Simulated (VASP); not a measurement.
# Au (P2_1/m) in VASP: notebook

Runs on Au. Level: PBEsol. Tasks: single point.

All numbers are computed with VASP 6.6.1; they aren't measurements. Logs are shortened: lines on timing, memory, paths and dates and some standing lists are left out, and cuts for length are marked.

### Step 1. The cell of the first run

The structure is monoclinic, space group P2_1/m (No. 11). Conventional cell: a = 2.900 Å, b = 4.880 Å, c = 2.900 Å, α = 90.00°, β = 120.00°, γ = 90.00°. Au (site symmetry m) has 12 Au at 2.80 to 3.10 Å within 3.7 Å.

### Step 2. Single point, PBEsol (atom 1 (Au) moved by (-0.225, -0.225) A along x and y)

File INCAR:

```
SYSTEM = Au
PREC = Accurate
ENCUT = 520
EDIFF = 1E-6
ISMEAR = 0
SIGMA = 0.15
LREAL = .FALSE.
LASPH = .TRUE.
NELM = 60
ALGO = Fast
ISIF = 2
LWAVE = .FALSE.
LCHARG = .FALSE.
GGA = PS
NBANDS = 18
```

File KPOINTS:

```
regular mesh
0
G
  18 18 10
  0 0 0
```

File POSCAR:

```
Au
1.0
    2.8999984104      0.0000000000      0.0000000000
   -1.4499992052      2.5114722944      0.0000000000
    0.0000000000      0.0000000000      4.8800000000
Au
2
Direct
    0.2109526419      0.5770777827      0.7500000000
    0.6666666667      0.3333333333      0.2500000000
```

Potentials or basis: VASP PAW PBE potentials, release 64 (Au).

The run is started by

```
cat potpaw_PBE.64/Au/POTCAR > POTCAR
mpirun -np 1 vasp_std > vasp.out
```

OUTCAR:

```text
SYSTEM = Au
   PREC = Accurate
   ENCUT = 520
   EDIFF = 1E-6
   ISMEAR = 0
   LREAL = .FALSE.
   LASPH = .TRUE.
   NELM = 60
   ISIF = 2
   GGA = PS

 ion  position               nearest neighbor table
   1  0.211  0.577  0.750-   2 2.80   2 2.80   2 3.02   2 3.02   2 3.10   2 3.10
   2  0.667  0.333  0.250-   1 2.80   1 2.80   1 3.02   1 3.02   1 3.10   1 3.10

  LATTYP: Found a hexagonal cell.
 ALAT       =     2.8999984104
 C/A-ratio  =     1.6827595431

  Lattice vectors:

 A1 = (   2.8999984104,   0.0000000000,   0.0000000000)
 A2 = (  -1.4499992052,   2.5114722944,   0.0000000000)
 A3 = (   0.0000000000,   0.0000000000,   4.8800000000)

Analysis of symmetry for initial positions (statically):
=====================================================================
 Subroutine PRICEL returns:
 Original cell was already a primitive cell.

 Routine SETGRP: Setting up the symmetry group for a
 hexagonal supercell.

 Subroutine GETGRP returns: Found  4 space group operations
 (whereof  1 operations were pure point group operations)
 out of a pool of 24 trial point group operations.

The static configuration has the point symmetry C_1 .
 The point group associated with its full space group is C_2h.

Analysis of symmetry for dynamics (positions and initial velocities):
=====================================================================
 Subroutine PRICEL returns:
 Original cell was already a primitive cell.

 Routine SETGRP: Setting up the symmetry group for a
 hexagonal supercell.

 Subroutine GETGRP returns: Found  4 space group operations
 (whereof  1 operations were pure point group operations)
 out of a pool of 24 trial point group operations.

The dynamic configuration has the point symmetry C_1 .
 The point group associated with its full space group is C_2h.

 Subroutine INISYM returns: Found  4 space group operations
 (whereof  1 operations are pure point group operations),
 and found     1 'primitive' translations

----------------------------------------------------------------------------------------

                                     Primitive cell

  volume of cell :      35.5423

  direct lattice vectors                    reciprocal lattice vectors
     2.899998410  0.000000000  0.000000000     0.344827775  0.199086409  0.000000000
    -1.449999205  2.511472294  0.000000000     0.000000000  0.398172818  0.000000000
     0.000000000  0.000000000  4.880000000     0.000000000  0.000000000  0.204918033

  length of vectors
     2.899998410  2.899998410  4.880000000     0.398172818  0.398172818  0.204918033

  position of ions in fractional coordinates (direct lattice)
     0.210952642  0.577077783  0.750000000
     0.666666667  0.333333333  0.250000000

  ion indices of the primitive-cell ions
   primitive index   ion index
                 1           1
                 2           2

----------------------------------------------------------------------------------------

 KPOINTS: regular mesh

Automatic generation of k-mesh.
 Grid dimensions read from file:
 generate k-points for:   18   18   10

 Generating k-lattice:

  Cartesian coordinates                     Fractional coordinates (reciprocal lattice)
     0.019157099  0.011060356  0.000000000     0.055555556  0.000000000  0.000000000
     0.000000000  0.022120712  0.000000000     0.000000000  0.055555556  0.000000000
     0.000000000  0.000000000  0.020491803     0.000000000  0.000000000  0.100000000

  Length of vectors
     0.022120712  0.022120712  0.020491803

  Shift w.r.t. Gamma in fractional coordinates (k-lattice)
     0.000000000  0.000000000  0.000000000

 Subroutine IBZKPT returns following result:
 ===========================================

 Found    984 irreducible k-points:

 Following reciprocal coordinates:
            Coordinates               Weight
  0.000000  0.000000  0.000000      1.000000
  0.055556  0.000000  0.000000      2.000000
  0.000000  0.055556  0.000000      2.000000
 -0.055556  0.055556  0.000000      2.000000
  0.111111  0.000000  0.000000      2.000000
  0.000000  0.111111  0.000000      2.000000
[... 16 lines left out ...]
  0.444444 -0.000000  0.000000      2.000000
  0.000000  0.444444  0.000000      2.000000
 [... further k-points ...]
   k-points           NKPTS =    984   k-points in BZ     NKDIM =    984   number of bands    NBANDS=     18
   number of dos      NEDOS =    301   number of ions     NIONS =      2
   total plane-waves  NPLWV =  20736
   dimension x,y,z NGX =    24 NGY =   24 NGZ =   36
   dimension x,y,z NGXF=    48 NGYF=   48 NGZF=   72
   ions per type =               2
   NGX,Y,Z   is equivalent  to a cutoff of  13.76, 13.76, 12.26 a.u.
   NGXF,Y,Z  is equivalent  to a cutoff of  27.52, 27.52, 24.53 a.u.
 SYSTEM =  Au
   PREC   = accura    normal or accurate (medium, high low for compatibility)
   ISTART =      0    job   : 0-new  1-cont  2-samecut
   ICHARG =      2    charge: 1-file 2-atom 10-const
   ISPIN  =      1    spin polarized calculation?
   LNONCOLLINEAR =      F non collinear calculations
   LSORBIT =      F    spin-orbit coupling
   LASPH  =      T    aspherical Exc in radial PAW
   ENCUT  =  520.0 eV  38.22 Ry    6.18 a.u.   5.39  5.39  9.07*2*pi/ulx,y,z
   NELM   =     60;   NELMIN=  2; NELMDL= -5     # of ELM steps
   EDIFF  = 0.1E-05   stopping-criterion for ELM
   LREAL  =      F    real-space projection
   EDIFFG = 0.1E-04   stopping-criterion for IOM
   NSW    =      0    number of steps for IOM
   IBRION =     -1    ionic relax: 0-MD 1-quasi-New 2-CG
   NFREE  =      0    steps in history (QN), initial steepest desc. (CG)
   ISIF   =      2    stress and relaxation
   ISYM   =      2    0-nonsym 1-usesym 2-fastsym
   POTIM  = 0.5000    time-step for ionic-motion
   TEBEG  =    0.0;   TEEND  =   0.0 temperature during run
   PSTRESS=    0.0 pullay stress
   NELECT =      22.0000    total number of electrons
   NUPDOWN=      -1.0000    fix difference up-down
   EMIN   =  10.00;   EMAX   =-10.00  energy-range for DOS
   EFERMI =   0.00;   METHOD = LEGACY
   ISMEAR =     0;   SIGMA  =   0.15  broadening in eV -4-tet -1-fermi 0-gaus
   EFERMI_NEDOS =   21; number of points for ismear=-14 and -15
   IALGO  =     68    algorithm
   IMIX   =      4    mixing-type and parameters
     AMIX     =   0.40;   BMIX     =  1.00
     AMIX_MAG =   1.60;   BMIX_MAG =  1.00
  volume/ion in A,a.u.               =      17.77       119.93
  Fermi-wavevector in a.u.,A,eV,Ry     =   1.395191  2.636529 26.484537  1.946559
  Thomas-Fermi vector in A             =   2.518667
   LORBIT       =      0    0 simple, 1 ext, 2 COOP (PROOUT), +10 PAW based schemes
   GGA     = PS    functional components
   LHFCALC =     F    Hartree Fock is set to
   AEXX    =    0.0000 exact exchange contribution
   IVDW    =     0    specifies the selected vdW correction
   LEPSILON=     F    determine dielectric tensor
   LRPA    =     F    only Hartree local field effects (RPA)
 non-spin polarized calculation
 RMM-DIIS sequential band-by-band and
 Gauss-broadening in eV      SIGMA  =   0.15
  energy-cutoff  :      520.00
  volume of cell :       35.54
 maximum number of plane-waves:       984
 NGX is ok and might be reduce to    24
   NGX = 11   NGY = 11   NGZ = 19

 number of electron      21.9999999 magnetization

 Free energy of the ion-electron system (eV)
  ---------------------------------------------------
  ext. energy  EPLUGINS =         0.00000000
  ---------------------------------------------------
  free energy    TOTEN  =        -7.77165943 eV

  energy without entropy =       -7.76222803  energy(sigma->0) =       -7.76694373

 E-fermi :   8.5508     XC(G=0): -12.6324

 val. band max:        8.5500938341   @ k =   0.5000  -0.1111  -0.2000
 cond. band min:       8.5525730919   @ k =   0.5000  -0.1111  -0.3000
 fundamental gap:      0.0024792578
 Fermi energy:         8.5507956724

 k-point     1 :       0.0000    0.0000    0.0000
  band No.  band energies     occupation
      1      -0.8906      2.00000
      2       1.5632      2.00000
      3       3.6945      2.00000
      4       4.1873      2.00000
      5       4.3302      2.00000
      6       4.4187      2.00000
[... 10 lines left out ...]
     17      26.3264      0.00000
     18      27.9324      0.00000

 k-point     2 :       0.0556    0.0000    0.0000
  band No.  band energies     occupation
      1      -0.7945      2.00000
      2       1.6468      2.00000
      3       3.6887      2.00000
      4       4.1665      2.00000
      5       4.3866      2.00000
      6       4.4788      2.00000
[... 10 lines left out ...]
     17      25.8737      0.00000
     18      26.9183      0.00000

 k-point     3 :       0.0000    0.0556    0.0000
  band No.  band energies     occupation
      1      -0.7971      2.00000
      2       1.6386      2.00000
      3       3.7078      2.00000
      4       4.2423      2.00000
      5       4.3213      2.00000
      6       4.4069      2.00000
[... 10 lines left out ...]
     17      25.7636      0.00000
     18      27.3280      0.00000

 k-point     4 :      -0.0556    0.0556    0.0000
  band No.  band energies     occupation
      1      -0.7961      2.00000
      2       1.6420      2.00000
      3       3.7088      2.00000
      4       4.2033      2.00000
      5       4.3565      2.00000
      6       4.4071      2.00000
[... 10 lines left out ...]
     17      25.5307      0.00000
     18      27.6051      0.00000

 k-point     5 :       0.1111    0.0000    0.0000
  band No.  band energies     occupation
      1      -0.5115      2.00000
      2       1.8856      2.00000
      3       3.6445      2.00000
      4       4.1160      2.00000
      5       4.5604      2.00000
      6       4.6449      2.00000
[... 10 lines left out ...]
     17      25.0971      0.00000
     18      26.1603      0.00000

 k-point     6 :       0.0000    0.1111    0.0000
  band No.  band energies     occupation
      1      -0.5235      2.00000
      2       1.8484      2.00000
      3       3.7258      2.00000
      4       4.2979      2.00000
      5       4.3342      2.00000
      6       4.4582      2.00000
[... 10 lines left out ...]
     17      24.8547      0.00000
     18      27.1993      0.00000

 k-point     7 :      -0.1111    0.1111    0.0000
  band No.  band energies     occupation
      1      -0.5190      2.00000
      2       1.8639      2.00000
      3       3.7195      2.00000
      4       4.2032      2.00000
      5       4.3655      2.00000
      6       4.5139      2.00000
[... 10 lines left out ...]
     17      24.7885      0.00000
     18      27.1514      0.00000

 k-point     8 :       0.1667    0.0000    0.0000
  band No.  band energies     occupation
      1      -0.0587      2.00000
      2       2.2308      2.00000
      3       3.5491      2.00000
      4       4.0331      2.00000
      5       4.3872      2.00000
      6       4.7590      2.00000
[... 10 lines left out ...]
     17      25.1716      0.00000
     18      25.4813      0.00000
[... 229 lines left out ...]
     17      22.3732      0.00000
     18      24.9223      0.00000

 k-point    20 :       0.3889   -0.0000    0.0000
  band No.  band energies     occupation
      1       2.1048      2.00000
      2       2.3881      2.00000
      3       3.1190      2.00000
      4       3.8718      2.00000
      5       3.9115      2.00000
      6       4.4752      2.00000
[... 10 lines left out ...]
     17      20.4973      0.00000
     18      24.1324      0.00000

 k-point    21 :       0.0000    0.3889    0.0000
  band No.  band energies     occupation
      1       1.6867      2.00000
      2       2.2109      2.00000
      3       2.6149      2.00000
      4       4.2768      2.00000
      5       4.3033      2.00000
      6       4.9912      2.00000
[... 10 lines left out ...]
     17      21.8068      0.00000
     18      24.0377      0.00000

 k-point    22 :      -0.3889    0.3889    0.0000
  band No.  band energies     occupation
      1       1.8371      2.00000
      2       2.2926      2.00000
      3       2.7324      2.00000
      4       4.1606      2.00000
      5       4.3414      2.00000
      6       4.7886      2.00000
[... 10 lines left out ...]
     17      21.4088      0.00000
     18      24.4476      0.00000

 k-point    23 :       0.4444   -0.0000    0.0000
  band No.  band energies     occupation
      1       2.1196      2.00000
      2       2.4347      2.00000
      3       2.9786      2.00000
      4       3.8039      2.00000
      5       4.1146      2.00000
      6       4.4001      2.00000
[... 10 lines left out ...]
     17      19.2990      0.00000
     18      23.6950      0.00000

 k-point    24 :       0.0000    0.4444    0.0000
  band No.  band energies     occupation
      1       1.7895      2.00000
      2       2.1199      2.00000
      3       2.4506      2.00000
      4       4.2235      2.00000
      5       4.4121      2.00000
      6       4.9248      2.00000
[... 10 lines left out ...]
     17      21.1950      0.00000
     18      23.7351      0.00000

 [... further k-points ...]
[... 5 lines left out ...]
  --------------------------------------------------------------------------------------
  -------------------------------------------------------------------------------------
  Total       -1.3791635     -1.5195606     -0.8823585      0.0790758      0.0000000      0.0000000
  in kB      -62.1699271    -68.4987484    -39.7749525      3.5645793      0.0000000      0.0000000
  external PRESSURE =     -56.8145426 kB  Pullay stress =       0.0000000 kB

 VOLUME and BASIS-vectors are now :
 -----------------------------------------------------------------------------
  energy-cutoff  :      520.00
  volume of cell :       35.54
      direct lattice vectors                 reciprocal lattice vectors
     2.899998410  0.000000000  0.000000000     0.344827775  0.199086409  0.000000000
    -1.449999205  2.511472294  0.000000000     0.000000000  0.398172818  0.000000000
     0.000000000  0.000000000  4.880000000     0.000000000  0.000000000  0.204918033

 POSITION                                       TOTAL-FORCE (eV/Angst)
 -----------------------------------------------------------------------------------
     -0.22500      1.44931      3.66000         0.211434      0.091946      0.000000
      1.45000      0.83716      1.22000        -0.211434     -0.091946     -0.000000
 -----------------------------------------------------------------------------------
    total drift:                                0.000003     -0.000003      0.000000

  FREE ENERGIE OF THE ION-ELECTRON SYSTEM (eV)
  ---------------------------------------------------
  free  energy   TOTEN  =        -7.7716594343 eV

  energy  without entropy=       -7.7622280279  energy(sigma->0) =       -7.76694373
```

It took 5 min on 1 thread of AMD EPYC 9R45 (Zen 5), shared host; peak memory 0.55 GiB.

Results:

```
Free energy            : -7.7717 eV
Pressure               : -5.7 GPa
Largest force          : 0.231 eV/Å
Band gap on the k mesh : zero (band 11 reaches 12.32 eV, above the bottom of band 12 at 6.10 eV)
```

Forces in eV/Å, atoms in the order of the input:
```
Au   0.211  0.092  0.000
Au  -0.211 -0.092  0.000
```

Stress tensor (GPa, compression positive):
```
-6.22  0.36  0.00
 0.36 -6.85  0.00
 0.00  0.00 -3.98
```

Caveat: the cell differs from its parent crystal (atom 1 (Au) moved by (-0.225, -0.225) A along x and y); the PAW data sets were made with another functional, which shifts forces and pressure a little; spin-orbit coupling is left out, which moves the levels of the heavy elements.

### Step 3. Single point, PBEsol (atom 1 (Au) moved by (-0.450, -0.225) A along x and y)

File INCAR:

```
SYSTEM = Au
  ALGO = Fast
  EDIFF = 1E-7
  ENCUT = 520
  GGA = PS
  ISIF = 2
  ISMEAR = 0
  LASPH = .TRUE.
  LCHARG = .TRUE.
  LELF = .TRUE.
  LREAL = .FALSE.
  LVHAR = .TRUE.
  LWAVE = .FALSE.
  NBANDS = 18
  NELM = 100
  PREC = Accurate
  SIGMA = 0.15
```

File KPOINTS:

```
k-points
0
G
  18 18 10
  0 0 0
```

POSCAR: that of step 2 with these lines changed.

```diff
@@ -8,3 +8,3 @@
 Direct
-    0.2109526419      0.5770777827      0.7500000000
+    0.1333663925      0.5770777827      0.7500000000
     0.6666666667      0.3333333333      0.2500000000
```

Potentials or basis: VASP PAW PBE potentials, release 64 (Au).

The run is started by

```
cat potpaw_PBE.64/Au/POTCAR > POTCAR
mpirun -np 1 vasp_std > vasp.out
```

Run time: 11 min. Hardware: 1 thread of Oxide Virtual Turin-like, shared host; peak memory 0.54 GiB.

The run converged. Its results:

| Item | Value |
| --- | --- |
| Free energy | -7.7017 eV |
| Pressure | -3.8 GPa |
| Largest force | 0.482 eV/Å |
| Band gap on the k mesh | zero (band 11 reaches 12.00 eV, above the bottom of band 12 at 6.10 eV) |

Forces on the atoms (eV/Å):
```
Au   0.407  0.259  0.000
Au  -0.407 -0.259  0.000
```

Stress tensor (GPa, compression positive):
```
-6.24  0.61  0.00
 0.61 -6.82  0.00
 0.00  0.00  1.58
```

Levels at points of the mesh, in eV from the Fermi level:
```
           k point  band 9  band 10  band 11  band 12  band 13  band 14
(0.00, 0.00, 0.00)   -2.91    -2.57    -1.93    -0.96     2.71    14.63
(0.50, 0.00, 0.00)   -1.87    -1.56     0.78     1.22     5.94     6.90
(0.00, 0.50, 0.00)   -1.70    -1.70     0.01     1.78     5.15     6.12
(0.50, 0.50, 0.00)   -1.71    -1.69    -0.09     1.83     5.08     5.89
(0.00, 0.00, 0.50)   -2.54    -2.54    -2.45    -2.45    10.27    10.27
(0.50, 0.00, 0.50)   -1.61    -1.61     0.05     0.05     4.01     4.01
(0.00, 0.50, 0.50)   -1.70    -1.70     1.02     1.02     3.45     3.45
(0.50, 0.50, 0.50)   -1.70    -1.70     1.13     1.13     3.36     3.36
```

Caveat: the cell differs from its parent crystal (atom 1 (Au) moved by (-0.450, -0.225) A along x and y); the PAW data sets were made with another functional, which shifts forces and pressure a little; spin-orbit coupling is left out, which moves the levels of the heavy elements.

### Step 4. Single point, PBEsol (atom 1 (Au) moved by (-0.450, +0.225) A along x and y)

File INCAR:

```
SYSTEM = Au
PREC = Accurate ; ENCUT = 520
EDIFF = 1E-6 ; ISMEAR = 0
SIGMA = 0.15 ; LREAL = .False.
LASPH = .True. ; NELM = 100
ALGO = Fast ; ISIF = 2
LWAVE = .False. ; LCHARG = .False.
GGA = PS ; NBANDS = 18
```

File KPOINTS:

```
regular mesh
0
Gamma
  18 18 10
  0 0 0
```

POSCAR: that of step 3 with these lines changed.

```diff
@@ -8,3 +8,3 @@
 Direct
-    0.1333663925      0.5770777827      0.7500000000
+    0.2229552765      0.7562555506      0.7500000000
     0.6666666667      0.3333333333      0.2500000000
```

The run is started by

```
cat potpaw_PBE.64/Au/POTCAR > POTCAR
mpirun -np 1 vasp_std > vasp.out
```

It took 11 min on 1 thread of Oxide Virtual Turin-like, shared host; peak memory 0.55 GiB.

Results (log left out):

| Quantity | Value |
| --- | --- |
| Free energy | -7.7876 eV |
| Pressure | -5.7 GPa |
| Largest force | 0.049 eV/Å |
| Band gap on the k mesh | zero (band 11 reaches 12.15 eV, above the bottom of band 12 at 5.98 eV) |

Forces in eV/Å, atoms in the order of the input:
```
Au   0.038  0.031  0.000
Au  -0.038 -0.031  0.000
```

Stress tensor (GPa, compression positive):
```
-6.65  0.74  0.00
 0.74 -5.87  0.00
 0.00  0.00 -4.50
```

Levels at points of the mesh, in eV from the Fermi level:
```csv
k point,band 8,band 9,band 10,band 11,band 12,band 13,band 14,band 15
"(0.00, 0.00, 0.00)",-3.89,-2.91,-2.56,-1.57,-1.01,2.59,14.34,15.38
"(0.50, 0.00, 0.00)",-2.50,-1.84,-1.66,0.80,1.11,6.09,6.44,8.58
"(0.00, 0.50, 0.00)",-2.56,-1.83,-1.67,0.72,1.19,5.96,6.57,8.30
"(0.50, 0.50, 0.00)",-1.85,-1.74,-1.64,-0.62,1.98,4.79,4.99,7.99
"(0.00, 0.00, 0.50)",-4.25,-2.84,-2.84,-2.60,-2.60,10.24,10.24,15.35
"(0.50, 0.00, 0.50)",-1.81,-1.63,-1.63,0.07,0.07,4.01,4.01,11.95
"(0.00, 0.50, 0.50)",-1.83,-1.66,-1.66,0.13,0.13,3.99,3.99,11.90
"(0.50, 0.50, 0.50)",-3.33,-1.74,-1.74,1.56,1.56,2.92,2.92,13.36
```

Caveat: the cell differs from its parent crystal (atom 1 (Au) moved by (-0.450, +0.225) A along x and y); the PAW data sets were made with another functional, which shifts forces and pressure a little; spin-orbit coupling is left out, which moves the levels of the heavy elements.
